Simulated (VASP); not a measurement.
Write the native input for VASP 6.6.1 that does the following.

| Item | Value |
| --- | --- |
| Task | relaxation of cell and atoms |
| Functional | r2SCAN |
| Potentials or basis | VASP PAW PBE potentials, release 64 (Sc_sv) |
| Cutoff | 600 eV |
| k mesh | 10 × 10 × 6 |
| Occupations | methfessel-paxton, width 0.15 eV |
| Spin | no spin polarisation |
| Target pressure | 10 GPa |
| Dipole correction | no |
| Further INCAR settings | ALGO = Normal; EDIFF = 1e-06; IBRION = 2; EDIFFG = -0.01; NSW = 50; ISIF = 3 |

The system is Sc.

```
CELL_PARAMETERS angstrom
3.30900 0.00000 0.00000
-1.65450 2.86568 0.00000
0.00000 0.00000 5.27330
ATOMIC_POSITIONS crystal
Sc 0.33333 0.66667 0.25000
Sc 0.66667 0.33333 0.75000
```

One way to write it, as run:

POSCAR

```
Sc
1.0
    3.3090000000      0.0000000000      0.0000000000
   -1.6545000000      2.8656780000      0.0000000000
    0.0000000000      0.0000000000      5.2733000000
Sc
2
Direct
    0.3333333333      0.6666666667      0.2500000000
    0.6666666667      0.3333333333      0.7500000000
```

INCAR.step1

```
PREC     = Accurate       # precision mode
ENCUT    = 600            # plane-wave cutoff, eV
ISMEAR   = 1              # smearing method
SIGMA    = 0.15           # smearing width, eV
LREAL    = False          # projectors in reciprocal space
LASPH    = True           # aspherical terms in the spheres
NELM     = 60             # most SCF steps
GGA      = PE             # functional
ALGO     = Normal         # electronic algorithm
EDIFF    = 1E-4           # SCF threshold, eV
LWAVE    = True           # write WAVECAR
LCHARG   = False          # write CHGCAR
```

INCAR.step2

```
PREC     = Accurate       # precision mode
ENCUT    = 600            # plane-wave cutoff, eV
EDIFF    = 1E-6           # SCF threshold, eV
ISMEAR   = 1              # smearing method
SIGMA    = 0.15           # smearing width, eV
LREAL    = False          # projectors in reciprocal space
LASPH    = True           # aspherical terms in the spheres
NELM     = 60             # most SCF steps
ALGO     = Normal         # electronic algorithm
ISIF     = 3              # what is computed and relaxed
LWAVE    = False          # write WAVECAR
LCHARG   = False          # write CHGCAR
METAGGA  = R2SCAN         # meta-GGA
LMIXTAU  = True         
IBRION   = 2              # ionic algorithm
NSW      = 50             # ionic steps
EDIFFG   = -0.01          # ionic threshold
PSTRESS  = 100.0        
ISTART   = 1
```

KPOINTS

```
regular mesh
0
Gamma
  10 10 6
```

Potentials or basis: VASP PAW PBE potentials, release 64 (Sc_sv).

The run is started by

```sh
$ cat potpaw_PBE.64/Sc_sv/POTCAR > POTCAR
$ cp INCAR.step1 INCAR
$ mpirun -np 1 vasp_std > vasp.out
$ cp INCAR.step2 INCAR
$ mpirun -np 1 vasp_std > vasp.out
```

Results of the run:

* Relaxed volume: 21.58 Å³/atom
* Relaxed cell: a = 3.192 Å, b = 3.192 Å, c = 4.890 Å, α = 90.00°, β = 90.00°, γ = 120.00°
* Space group after relaxing (to 0.1 Å): P6_3/mmc (No. 194)
* Energy change on relaxing (the run minimises the enthalpy): +94.2 meV/atom
* Ionic steps: 9
* Pressure after relaxing: 10.0 GPa
* Band gap on the k mesh: zero (bands 11 and 12 overlap by 1.90 eV)

Caveat: the cell is relaxed towards a set pressure, so the run minimises the enthalpy, not the energy; the PAW data sets were made with another functional, which shifts forces and pressure a little.

It took 17 min on 1 thread of Intel(R) Xeon(R) Platinum 8259CL CPU @ 2.50GHz (Skylake/Cascade Lake), on a shared host, peak memory 0.22 GiB.
